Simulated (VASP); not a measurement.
Here is a VASP 6.6.1 calculation.

File POSCAR:

```
As
1.0
    2.9794804000     -0.1006165900      0.3237709600
   -0.1006165900      2.5830128800      0.2618843200
    0.3237709600      0.2618843200      2.5485519600
As
1
Direct
    0.5000000000      0.5000000000      0.5000000000
```

File INCAR.step1:

```
ALGO = Normal
EDIFF = 1E-4
ENCUT = 520
GGA = PE
ISMEAR = -1
LASPH = True
LCHARG = False
LREAL = False
LWAVE = True
NBANDS = 8
NELM = 60
PREC = Accurate
SIGMA = 0.05
```

File INCAR.step2:

```
ALGO = Normal
EDIFF = 1E-7
ENCUT = 520
ISIF = 2
ISMEAR = -1
ISTART = 1
LASPH = True
LCHARG = True
LELF = True
LMIXTAU = True
LREAL = False
LVHAR = True
LWAVE = False
METAGGA = R2SCAN
NBANDS = 8
NELM = 60
PREC = Accurate
SIGMA = 0.05
```

The input KPOINTS:

```
k-points
0
Gamma
  5 6 6
```

Potentials or basis: VASP PAW PBE potentials, release 64 (As).

Launch:

```console
$ cat potpaw_PBE.64/As/POTCAR > POTCAR
$ cp INCAR.step1 INCAR
$ mpirun -np 1 vasp_std > vasp.out
$ cp INCAR.step2 INCAR
$ mpirun -np 1 vasp_std > vasp.out
```

Problem. What does it give for the pressure?

Solution. 5.7 GPa.

Stress tensor (GPa, compression positive):
```
-5.61  0.46 -3.61
 0.46  8.51 -7.51
-3.61 -7.51 14.13
```

Caveat: the k points lie up to 0.43 Å⁻¹ apart; the PAW data sets were made with another functional, which shifts forces and pressure a little.
